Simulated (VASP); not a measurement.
In, 2 atoms in the cell. The structure is hexagonal, space group P6_3/mmc (No. 194). Conventional cell: a = 3.347 Å, b = 3.347 Å, c = 5.449 Å, α = 90.00°, β = 90.00°, γ = 120.00°. Within 4.4 Å of In (site symmetry -6m2) lie 12 In at 3.34 to 3.35 Å. 

```yaml
Program: VASP 6.6.1
Task: single point
Functional: r2SCAN
Potentials_or_basis: VASP PAW PBE potentials, release 64 (In_d)
Cutoff: 520 eV
k_mesh: 11 × 11 × 6
Occupations: fermi-dirac, width 0.1 eV
Spin: no spin polarisation
Dipole_correction: no
Further_INCAR_settings: ALGO = Normal; EDIFF = 1e-07; NBANDS = 20
```

Potentials or basis: VASP PAW PBE potentials, release 64 (In_d).

Command:

```bash
$ cat potpaw_PBE.64/In_d/POTCAR > POTCAR
$ cp INCAR.step1 INCAR
$ mpirun -np 1 vasp_std > vasp.out
$ cp INCAR.step2 INCAR
$ mpirun -np 1 vasp_std > vasp.out
```

Hardware: 1 thread of Intel Xeon 6975P-C, on a shared host.

Task: Estimate the wall time of this run.

Result: Wall time 7.4 min on 1 thread of Intel Xeon 6975P-C, on a shared host, peak memory 0.22 GiB. Counts: k points 64.
